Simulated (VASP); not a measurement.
# Ni: single point with r2SCAN

The system is Ni.

```
Ni
1.0
     2.44585    0.00000    0.00000
    -1.22292    2.11817    0.00000
     0.00000    0.00000    4.03435
Ni
2
Direct
  0.33333 0.66667 0.25000
  0.66667 0.33333 0.75000
```

* Program: VASP 6.6.1
* Task: single point
* Functional: r2SCAN
* Potentials or basis: VASP PAW PBE potentials, release 64 (Ni)
* Cutoff: 520 eV
* k mesh: 14 × 14 × 8
* Occupations: fermi-dirac, width 0.1 eV
* Spin: no spin polarisation

```
Pressure               : 0.6 GPa
Band gap on the k mesh : zero (band 10 reaches 9.69 eV, above the bottom of band 11 at 9.07 eV)
```

Stress tensor (GPa, compression positive):
```
0.67 0.00 0.00
0.00 0.67 0.00
0.00 0.00 0.53
```

Levels at points of the mesh, in eV from the Fermi level:
| k point | band 7 | band 8 | band 9 | band 10 | band 11 | band 12 | band 13 | band 14 |
| --- | --- | --- | --- | --- | --- | --- | --- | --- |
| (0.00, 0.00, 0.00) | -1.67 | -1.22 | -1.22 | -0.36 | -0.20 | -0.20 | 6.49 | 24.08 |
| (0.50, 0.00, 0.00) | -1.62 | -0.03 | -0.01 | 0.10 | 1.70 | 3.73 | 10.20 | 10.91 |
| (0.00, 0.00, 0.50) | -2.00 | -2.00 | -0.51 | -0.51 | -0.51 | -0.51 | 15.41 | 15.41 |
| (0.50, 0.00, 0.50) | -0.52 | -0.52 | 0.05 | 0.05 | 1.79 | 1.79 | 7.77 | 7.77 |

Run time: 120 s on 1 thread of Intel(R) Xeon(R) Platinum 8488C (Sapphire Rapids), on a shared host, peak memory 0.15 GiB.

Caveat: the PAW data sets were made with another functional, which shifts forces and pressure a little; the run has no spin polarisation, though such a crystal can be magnetic. Spin polarisation is off, so any magnetic state and its effect on volume and gap are missing.
